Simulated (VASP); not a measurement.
Wanted: the native input for a VASP 6.6.1 run.

```
Task                   : single point
Functional             : r2SCAN
Potentials or basis    : VASP PAW PBE potentials, release 64 (Hf_pv, O)
Cutoff                 : 520 eV
k mesh                 : 6 × 6 × 6
Occupations            : gaussian, width 0.01 eV
Spin                   : no spin polarisation
Dipole correction      : no
Further INCAR settings : ALGO = Normal; EDIFF = 1e-06; NBANDS = 18
```

Crystal: HfO2.

```
CELL_PARAMETERS angstrom
0.00000 2.52918 2.52918
2.52918 0.00000 2.52918
2.52918 2.52918 0.00000
ATOMIC_POSITIONS crystal
Hf 0.00000 0.00000 0.00000
O 0.25000 0.25000 0.25000
O 0.75000 0.75000 0.75000
```

One way to write it, as run:

POSCAR

```
HfO2
1.0
    0.0000000000      2.5291823181      2.5291823181
    2.5291823181      0.0000000000      2.5291823181
    2.5291823181      2.5291823181      0.0000000000
Hf O
1 2
Direct
    0.0000000000      0.0000000000      0.0000000000
    0.2500000000      0.2500000000      0.2500000000
    0.7500000000      0.7500000000      0.7500000000
```

INCAR.step1

```
SYSTEM = HfO2
ALGO = Normal
EDIFF = 1E-4
ENCUT = 520
GGA = PE
ISMEAR = 0
LASPH = .TRUE.
LCHARG = .FALSE.
LREAL = .FALSE.
LWAVE = .TRUE.
NBANDS = 18
NELM = 60
PREC = Accurate
SIGMA = 0.01
```

INCAR.step2

```
SYSTEM = HfO2
ALGO = Normal
EDIFF = 1E-6
ENCUT = 520
ISIF = 2
ISMEAR = 0
ISTART = 1
LASPH = .TRUE.
LCHARG = .FALSE.
LMIXTAU = .TRUE.
LREAL = .FALSE.
LWAVE = .FALSE.
METAGGA = R2SCAN
NBANDS = 18
NELM = 60
PREC = Accurate
SIGMA = 0.01
```

KPOINTS

```
k-points
0
G
  6 6 6
  0 0 0
```

Potentials or basis: VASP PAW PBE potentials, release 64 (Hf_pv, O).

The run is started by

```console
$ cat potpaw_PBE.64/Hf_pv/POTCAR potpaw_PBE.64/O/POTCAR > POTCAR
$ cp INCAR.step1 INCAR
$ mpirun -np 1 vasp_std > vasp.out
$ cp INCAR.step2 INCAR
$ mpirun -np 1 vasp_std > vasp.out
```

Results of the run:

| Property | Result |
| --- | --- |
| Pressure | -4.0 GPa |
| Band gap on the k mesh | 4.31 eV, direct |

Caveat: the PAW data sets were made with another functional, which shifts forces and pressure a little; spin-orbit coupling is left out, which moves the levels of the heavy elements.

Run time: 52 s on 1 thread of Intel(R) Xeon(R) Platinum 8375C CPU @ 2.90GHz (Ice Lake), on a shared host, peak memory 0.16 GiB.
